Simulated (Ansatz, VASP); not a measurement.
# WS2: VASP beside Ansatz

INCAR

```
ALGO     = Normal         # electronic algorithm
EDIFF    = 1E-7           # SCF threshold, eV
ENCUT    = 520            # plane-wave cutoff, eV
ISIF     = 2              # what is computed and relaxed
ISMEAR   = 0              # smearing method
LASPH    = T              # aspherical terms in the spheres
LCHARG   = T              # write CHGCAR
LELF     = T              # ELF
LREAL    = F              # projectors in reciprocal space
LVHAR    = T            
LWAVE    = F              # write WAVECAR
NBANDS   = 35             # bands
NELM     = 60             # most SCF steps
PREC     = Accurate       # precision mode
SIGMA    = 0.02           # smearing width, eV
```

The input KPOINTS:

```
k-points
0
Gamma
  12 12 4
```

POSCAR

```
WS2
1.0
    3.0667916726      0.0000000000      0.0000000000
   -1.5333958363      2.6559194966      0.0000000000
    0.0000000000      0.0000000000     12.0550000000
W S
2 4
Direct
    0.3333333333      0.6666666667      0.2500000000
    0.6666666667      0.3333333333      0.7500000000
    0.3333333333      0.6666666667      0.6200000000
    0.6666666667      0.3333333333      0.1200000000
    0.3333333333      0.6666666667      0.8800000000
    0.6666666667      0.3333333333      0.3800000000
```

Input for Ansatz:

```yaml
crystal:
  lattice:
    - [3.0667916726, 0.0, 0.0]
    - [-1.5333958363, 2.6559194966, 0.0]
    - [0.0, 0.0, 12.055]
  atoms:
    - { symbol: W, position: [0.3333333333, 0.6666666667, 0.25] }
    - { symbol: W, position: [0.6666666667, 0.3333333333, 0.75] }
    - { symbol: S, position: [0.3333333333, 0.6666666667, 0.62] }
    - { symbol: S, position: [0.6666666667, 0.3333333333, 0.12] }
    - { symbol: S, position: [0.3333333333, 0.6666666667, 0.88] }
    - { symbol: S, position: [0.6666666667, 0.3333333333, 0.38] }
basis:
  ecutwfc: 420
kpoints:
  mp_grid: { grid: [12, 12, 4] }
hamiltonian:
  xc: lda
scf:
  occupations: { method: gaussian, width: 0.02 }
output:
  forces: true
  stress: true
  eigenvalues: true
```

Alike in both runs: task single point; functional LDA; k mesh 12 × 12 × 4; occupations gaussian, width 0.02 eV; no spin polarisation.

|  | VASP | Ansatz |
| --- | --- | --- |
| version | VASP 6.6.1 | Ansatz 0.2.0 |
| potentials or method | VASP PAW LDA potentials, release 64 (W_sv, S), cutoff 520 eV | scalar-relativistic, plane waves, PAW |
| valence electrons in the cell | 52 | 52 |

|  | VASP | Ansatz | Ansatz less VASP |
| --- | --- | --- | --- |
| gap on the k mesh at the Fermi level (eV) | 0.82 | 0.81 | -0.011 |
| least direct gap on the mesh (eV) | 2.13 | 2.12 | -0.013 |
| pressure (GPa) | 7.4 | 6.9 | -0.48 |
| traceless stress, the component that is largest in VASP (GPa) | -2.50 | -2.50 | +0.004 |
| rms of the force components (eV/Å) | 0.191 | 0.167 | -0.0240 |

LDA's correlation is that of Perdew and Zunger in VASP and of Perdew and Wang (1992) in Ansatz. Atom by atom the forces differ by 0.024 eV/Å (rms over components).

Neither program's run includes spin-orbit coupling.
